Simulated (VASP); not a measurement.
# Si2Mo (I4/mmm) in VASP: settings compared, part 2 of 2

VASP 6.6.1.

**5. Single point, PBEsol+D4**

This run uses another cell than the first one, of 12.61 Å³/atom.

File INCAR:

```
  ALGO = Normal
  EDIFF = 1E-6
  ENCUT = 520
  GGA = PS
  ISIF = 2
  ISMEAR = -1
  IVDW = 13
  LASPH = T
  LCHARG = T
  LELF = T
  LREAL = F
  LVHAR = T
  LWAVE = F
  NBANDS = 18
  NELM = 80
  PREC = Accurate
  SIGMA = 0.05
```

File KPOINTS:

```
k-points
0
Gamma
  12 12 12
```

File POSCAR:

```
Si2Mo
1.0
   -1.5673377739      1.5673377739      3.8502632003
    1.5673377739     -1.5673377739      3.8502632003
    1.5673377739      1.5673377739     -3.8502632003
Mo Si
1 2
Direct
    0.0000000000      0.0000000000      0.0000000000
    0.6670000000      0.6670000000      0.0000000000
    0.3330000000      0.3330000000      0.0000000000
```

Potentials or basis: VASP PAW PBE potentials, release 64 (Mo_sv, Si).

Run with:

```bash
> cat potpaw_PBE.64/Mo_sv/POTCAR potpaw_PBE.64/Si/POTCAR > POTCAR
> mpirun -np 1 vasp_std > vasp.out
```

OUTCAR:

```text
EDIFF = 1E-6
   ENCUT = 520
   GGA = PS
   ISIF = 2
   ISMEAR = -1
   IVDW = 13
   LASPH = T
   LREAL = F
   NELM = 80
   PREC = Accurate

 ion  position               nearest neighbor table
   1  0.000  0.000  0.000-   2 2.56   3 2.56   2 2.56   3 2.56   2 2.56   3 2.56   3 2.56   2 2.56
                             2 2.56   3 2.56
   2  0.667  0.667  0.000-   3 2.56   3 2.56   3 2.56   3 2.56   1 2.56   1 2.56   1 2.56   1 2.56
                             1 2.56   3 2.57
   3  0.333  0.333  0.000-   2 2.56   2 2.56   2 2.56   2 2.56   1 2.56   1 2.56   1 2.56   1 2.56
                             1 2.56   2 2.57

  LATTYP: Found a body centered tetragonal cell.
 ALAT       =     3.1346755478
 C/A-ratio  =     2.4565625001

  Lattice vectors:

 A1 = (  -1.5673377739,   1.5673377739,   3.8502632003)
 A2 = (   1.5673377739,  -1.5673377739,   3.8502632003)
 A3 = (   1.5673377739,   1.5673377739,  -3.8502632003)

Analysis of symmetry for initial positions (statically):
=====================================================================
 Subroutine PRICEL returns:
 Original cell was already a primitive cell.

 Routine SETGRP: Setting up the symmetry group for a
 body centered tetragonal supercell.

 Subroutine GETGRP returns: Found 16 space group operations
 (whereof 16 operations were pure point group operations)
 out of a pool of 16 trial point group operations.

The static configuration has the point symmetry D_4h.

Analysis of symmetry for dynamics (positions and initial velocities):
=====================================================================
 Subroutine PRICEL returns:
 Original cell was already a primitive cell.

 Routine SETGRP: Setting up the symmetry group for a
 body centered tetragonal supercell.

 Subroutine GETGRP returns: Found 16 space group operations
 (whereof 16 operations were pure point group operations)
 out of a pool of 16 trial point group operations.
[... 120 lines left out ...]
   IALGO  =     38    algorithm
   IMIX   =      4    mixing-type and parameters
     AMIX     =   0.40;   BMIX     =  1.00
     AMIX_MAG =   1.60;   BMIX_MAG =  1.00
  volume/ion in A,a.u.               =      12.61        85.10
  Fermi-wavevector in a.u.,A,eV,Ry     =   1.366440  2.582197 25.404225  1.867158
  Thomas-Fermi vector in A             =   2.492580
   LORBIT       =      0    0 simple, 1 ext, 2 COOP (PROOUT), +10 PAW based schemes
   GGA     = PS    functional components
   LHFCALC =     F    Hartree Fock is set to
   AEXX    =    0.0000 exact exchange contribution
   IVDW    =    13    specifies the selected vdW correction
   LEPSILON=     F    determine dielectric tensor
   LRPA    =     F    only Hartree local field effects (RPA)
 non-spin polarized calculation
  energy-cutoff  :      520.00
  volume of cell :       37.83
 maximum number of plane-waves:      1034
 NGX is ok and might be reduce to    36
   NGX = 17   NGY = 17   NGZ = 17

 number of electron      22.0000000 magnetization

 Free energy of the ion-electron system (eV)
  ---------------------------------------------------
  ext. energy  EPLUGINS =         0.00000000
  ---------------------------------------------------
  free energy    TOTEN  =       -24.99951024 eV

  energy without entropy =      -24.99742744  energy(sigma->0) =      -24.99846884

 E-fermi :  13.1400     XC(G=0): -12.8060

 val. band max:       13.0741100320   @ k =  -0.3333  -0.4167   0.3333
 cond. band min:      13.1834428636   @ k =   0.0833   0.0000  -0.0000
 fundamental gap:      0.1093328317
 Fermi energy:        13.1399780646

 k-point     1 :       0.0000    0.0000    0.0000
  band No.  band energies     occupation
      1     -47.4244      2.00000
      2     -21.6677      2.00000
      3     -21.5294      2.00000
      4     -21.5294      2.00000
      5      -0.8079      2.00000
      6       6.3833      2.00000
[... 481 lines left out ...]
      5       2.2820      2.00000
      6       4.8268      2.00000
[... 10 lines left out ...]
     17      20.8166      0.00000
     18      21.8089      0.00000

 [... further k-points ...]

------------------------ aborting loop because EDIFF is reached ----------------------------------------

  DFT-D4 for vdW energy calculation

  Edisp (eV):   -1.01741

  FORCE on cell =-STRESS in cart. coord.  units (eV):
  Direction    XX          YY          ZZ          XY          YZ          ZX
  --------------------------------------------------------------------------------------
  -------------------------------------------------------------------------------------
  Total       2.00638     2.00638     2.18248     0.00000     0.00000     0.00000
  in kB      84.96676    84.96676    92.42410     0.00000     0.00000     0.00000
  external pressure =       87.45 kB  Pullay stress =        0.00 kB

 VOLUME and BASIS-vectors are now :
 -----------------------------------------------------------------------------
  energy-cutoff  :      520.00
  volume of cell :       37.83
      direct lattice vectors                 reciprocal lattice vectors
    -1.567337774  1.567337774  3.850263200     0.000000000  0.319012282  0.129861252
     1.567337774 -1.567337774  3.850263200     0.319012282  0.000000000  0.129861252
     1.567337774  1.567337774 -3.850263200     0.319012282  0.319012282  0.000000000

 POSITION                                       TOTAL-FORCE (eV/Angst)
 -----------------------------------------------------------------------------------
      0.00000      0.00000      0.00000        -0.000000     -0.000000      0.000000
      0.00000      0.00000      5.13625         0.000000      0.000000     -0.226271
      0.00000      0.00000      2.56428         0.000000      0.000000      0.226271
 -----------------------------------------------------------------------------------
    total drift:                                0.000000      0.000000     -0.000000

  FREE ENERGIE OF THE ION-ELECTRON SYSTEM (eV)
  ---------------------------------------------------
  free  energy   TOTEN  =       -26.0169224334 eV

  energy  without entropy=      -26.0148396370  energy(sigma->0) =      -26.01588104
```

OSZICAR:

```text
N       E                     dE             d eps       ncg     rms          rms(c)
DAV:   1     0.119285308937E+03    0.11929E+03   -0.11367E+04  5876   0.117E+03
DAV:   2    -0.228886814022E+02   -0.14217E+03   -0.13925E+03  7034   0.302E+02
DAV:   3    -0.259143706449E+02   -0.30257E+01   -0.29970E+01  7208   0.391E+01
DAV:   4    -0.259307395663E+02   -0.16369E-01   -0.16357E-01  6876   0.314E+00
DAV:   5    -0.259308441820E+02   -0.10462E-03   -0.10461E-03  6876   0.262E-01    0.258E+01
DAV:   6    -0.251501879763E+02    0.78066E+00   -0.50133E+00  6230   0.152E+01    0.610E+00
DAV:   7    -0.250387129342E+02    0.11148E+00   -0.67426E-01  6172   0.507E+00    0.529E+00
DAV:   8    -0.250005092367E+02    0.38204E-01   -0.95784E-02  6338   0.231E+00    0.437E-01
DAV:   9    -0.249996277508E+02    0.88149E-03   -0.16708E-03  6906   0.339E-01    0.232E-01
DAV:  10    -0.249995220401E+02    0.10571E-03   -0.40685E-04  6578   0.172E-01    0.598E-02
DAV:  11    -0.249995120165E+02    0.10024E-04   -0.10903E-04  6508   0.779E-02    0.296E-02
DAV:  12    -0.249995111112E+02    0.90533E-06   -0.18296E-05  6294   0.302E-02    0.125E-02
DAV:  13    -0.249995102371E+02    0.87405E-06   -0.22193E-06  4582   0.123E-02
   1 F= -.26016922E+02 E0= -.26015881E+02  d E =-.208280E-02
```

stdout:

```text
POSCAR found type information on POSCAR MoSi
 POSCAR found :  2 types and       3 ions
 scaLAPACK will be used
 -----------------------------------------------------------------------------
|                                                                             |
|                                                                             |
|     You enforced a specific xc type in the INCAR file but a different       |
|     I HOPE YOU KNOW WHAT YOU ARE DOING!                                     |
|                                                                             |
 -----------------------------------------------------------------------------

 LDA part: xc-table for (Slater+PW92), standard interpolation
 POSCAR, INCAR and KPOINTS ok, starting setup
 FFT: planning ... GRIDC
 FFT: planning ... GRID_SOFT
 FFT: planning ... GRID
 WAVECAR not read
 entering main loop
```

Run time: 1.8 min. Hardware: 1 thread of AMD EPYC 9R45 (Zen 5), shared host; peak memory 0.24 GiB.

Results:

```yaml
Free_energy: -26.0169 eV
Pressure: 8.7 GPa
Largest_force: 0.226 eV/Å
Band_gap_on_the_k_mesh: zero (bands 11 and 12 overlap by 1.07 eV)
Dispersion_energy_per_atom: -0.339 eV
```

Forces on the atoms (eV/Å):
```
Mo   0.000  0.000  0.000
Si   0.000  0.000 -0.226
Si   0.000  0.000  0.226
```

Levels at points of the mesh, in eV from the Fermi level:
```tsv
k point	band 9	band 10	band 11	band 12	band 13	band 14
(0.00, 0.00, 0.00)	-2.84	-2.84	0.44	2.85	3.49	3.83
(0.50, 0.00, 0.00)	-2.86	-2.70	-0.61	2.47	3.14	4.40
(0.50, 0.50, 0.00)	-4.74	-3.34	-1.14	2.54	3.00	3.27
(0.50, 0.50, 0.50)	-0.65	-0.65	-0.51	-0.51	0.60	4.89
```

Caveat: the cell stands under pressure; the PAW data sets were made with another functional, which shifts forces and pressure a little.

**6. Single point, PBE+D3(BJ)**

This run uses another cell than the first one, of 12.88 Å³/atom.

File INCAR:

```
PREC = Accurate
ENCUT = 520
EDIFF = 1E-7
ISMEAR = -1
SIGMA = 0.05
LREAL = False
LASPH = True
NELM = 100
ALGO = Normal
ISIF = 2
LWAVE = False
LCHARG = False
GGA = PE
IVDW = 12
NBANDS = 18
```

File KPOINTS:

```
regular mesh
0
Gamma
  12 12 12
```

File POSCAR:

```
Si2Mo
1.0
   -1.5783757276      1.5783757276      3.8773786233
    1.5783757276     -1.5783757276      3.8773786233
    1.5783757276      1.5783757276     -3.8773786233
Mo Si
1 2
Direct
    0.0000000000      0.0000000000      0.0000000000
    0.6670000000      0.6670000000      0.0000000000
    0.3330000000      0.3330000000      0.0000000000
```

Potentials or basis: VASP PAW PBE potentials, release 64 (Mo_sv, Si).

Run with:

```bash
> cat potpaw_PBE.64/Mo_sv/POTCAR potpaw_PBE.64/Si/POTCAR > POTCAR
> mpirun -np 1 vasp_std > vasp.out
```

OUTCAR:

```text
PREC = Accurate
   ENCUT = 520
   EDIFF = 1E-7
   ISMEAR = -1
   LREAL = False
   LASPH = True
   NELM = 100
   ISIF = 2
   GGA = PE
   IVDW = 12
 IVDW          = 12

 ion  position               nearest neighbor table
   1  0.000  0.000  0.000-   2 2.58   2 2.58   2 2.58   3 2.58   2 2.58   3 2.58   3 2.58   3 2.58
                             2 2.58   3 2.58
   2  0.667  0.667  0.000-   3 2.58   3 2.58   3 2.58   3 2.58   1 2.58   1 2.58   1 2.58   1 2.58
                             1 2.58   3 2.59
   3  0.333  0.333  0.000-   2 2.58   2 2.58   2 2.58   2 2.58   1 2.58   1 2.58   1 2.58   1 2.58
[... 707 lines left out ...]
  FORCE on cell =-STRESS in cart. coord.  units (eV):
  Direction    XX          YY          ZZ          XY          YZ          ZX
  --------------------------------------------------------------------------------------
  -------------------------------------------------------------------------------------
  Total       1.06506     1.06506     1.06405     0.00000     0.00000     0.00000
  in kB      44.16354    44.16354    44.12188     0.00000     0.00000     0.00000
  external pressure =       44.15 kB  Pullay stress =        0.00 kB

 VOLUME and BASIS-vectors are now :
 -----------------------------------------------------------------------------
  energy-cutoff  :      520.00
  volume of cell :       38.64
      direct lattice vectors                 reciprocal lattice vectors
    -1.578375728  1.578375728  3.877378623     0.000000000  0.316781354  0.128953102
     1.578375728 -1.578375728  3.877378623     0.316781354  0.000000000  0.128953102
     1.578375728  1.578375728 -3.877378623     0.316781354  0.316781354  0.000000000

 POSITION                                       TOTAL-FORCE (eV/Angst)
 -----------------------------------------------------------------------------------
      0.00000      0.00000      0.00000         0.000000      0.000000      0.000000
      0.00000      0.00000      5.17242        -0.000000     -0.000000     -0.210614
      0.00000      0.00000      2.58233         0.000000      0.000000      0.210614
 -----------------------------------------------------------------------------------
    total drift:                                0.000000      0.000000     -0.000000

  FREE ENERGIE OF THE ION-ELECTRON SYSTEM (eV)
  ---------------------------------------------------
  free  energy   TOTEN  =       -24.9847191842 eV

  energy  without entropy=      -24.9825859209  energy(sigma->0) =      -24.98365255
```

OSZICAR:

```text
N       E                     dE             d eps       ncg     rms          rms(c)
DAV:   1     0.121913523704E+03    0.12191E+03   -0.11270E+04  5892   0.116E+03
DAV:   2    -0.209746646764E+02   -0.14289E+03   -0.14004E+03  6990   0.303E+02
DAV:   3    -0.240411916640E+02   -0.30665E+01   -0.30220E+01  7330   0.392E+01
DAV:   4    -0.240584377858E+02   -0.17246E-01   -0.17230E-01  6810   0.314E+00
DAV:   5    -0.240585523392E+02   -0.11455E-03   -0.11455E-03  7046   0.274E-01    0.235E+01
DAV:   6    -0.233228587281E+02    0.73569E+00   -0.52560E+00  6190   0.153E+01    0.542E+00
DAV:   7    -0.232154348648E+02    0.10742E+00   -0.74535E-01  6124   0.526E+00    0.491E+00
DAV:   8    -0.231822861945E+02    0.33149E-01   -0.92317E-02  6368   0.230E+00    0.446E-01
DAV:   9    -0.231816552519E+02    0.63094E-03   -0.16861E-03  6924   0.343E-01    0.242E-01
DAV:  10    -0.231816077050E+02    0.47547E-04   -0.43811E-04  6596   0.177E-01    0.534E-02
DAV:  11    -0.231815981177E+02    0.95873E-05   -0.13106E-04  6484   0.860E-02    0.346E-02
DAV:  12    -0.231815966858E+02    0.14319E-05   -0.22696E-05  6266   0.335E-02    0.113E-02
DAV:  13    -0.231815957317E+02    0.95411E-06   -0.22037E-06  6288   0.121E-02    0.273E-03
DAV:  14    -0.231815956162E+02    0.11546E-06   -0.32773E-08  3438   0.139E-03    0.510E-04
DAV:  15    -0.231815955982E+02    0.18073E-07   -0.43928E-09  3178   0.583E-04
   1 F= -.24984719E+02 E0= -.24983653E+02  d E =-.213326E-02
```

Run time: 1.9 min. Hardware: 1 thread of AMD EPYC 9R45 (Zen 5), shared host; peak memory 0.24 GiB.

Results:

| Property | Result |
| --- | --- |
| Free energy | -24.9847 eV |
| Pressure | 4.4 GPa |
| Largest force | 0.211 eV/Å |
| Band gap on the k mesh | zero (bands 11 and 12 overlap by 1.06 eV) |
| Dispersion energy per atom | -0.601 eV |

Forces in eV/Å, atoms in the order of the input:
```
Mo   0.000  0.000  0.000
Si   0.000  0.000 -0.211
Si   0.000  0.000  0.211
```

Levels at points of the mesh, in eV from the Fermi level:
```tsv
k point	band 9	band 10	band 11	band 12	band 13	band 14
(0.00, 0.00, 0.00)	-2.78	-2.78	0.43	2.95	3.34	3.75
(0.50, 0.00, 0.00)	-2.76	-2.64	-0.58	2.41	3.09	4.35
(0.50, 0.50, 0.00)	-4.66	-3.24	-1.14	2.47	2.90	3.17
(0.50, 0.50, 0.50)	-0.62	-0.62	-0.53	-0.53	0.57	4.79
```

Caveat: the cell stands under pressure.

**7. Summary**

```tsv
level	spin	cell	k mesh	gap on the mesh (eV)	pressure (GPa)	largest force (eV/Å)
PBEsol	off	a = 4.535 Å, angles 138.7, 138.7, 59.9°, 3 atoms	9 × 9 × 9	none	-2.3	0.35
PBEsol	non-collinear, zero start, SOC	a = 4.535 Å, angles 138.7, 138.7, 59.9°, 3 atoms	9 × 9 × 9	-	-2.3	0.35
PBE+D3(BJ)	off	a = 4.443 Å, angles 138.7, 138.7, 59.9°, 3 atoms	12 × 12 × 12	none	9.8	0.17
PBEsol+D4	off	a = 4.443 Å, angles 138.7, 138.7, 59.9°, 3 atoms	12 × 12 × 12	none	8.7	0.23
PBE+D3(BJ)	off	a = 4.474 Å, angles 138.7, 138.7, 59.9°, 3 atoms	12 × 12 × 12	none	4.4	0.21
```

Alike in all rows: task single point; potentials or basis VASP PAW PBE potentials, release 64 (Mo_sv, Si); cutoff (eV) 520; smearing fermi-dirac 0.05 eV.

Caveats: the PAW data sets were made with another functional, which shifts forces and pressure a little (at least some runs); the cell stands under pressure (at least some runs).

Total energies depend on the potentials used, so only differences within one code and one set of settings carry meaning.
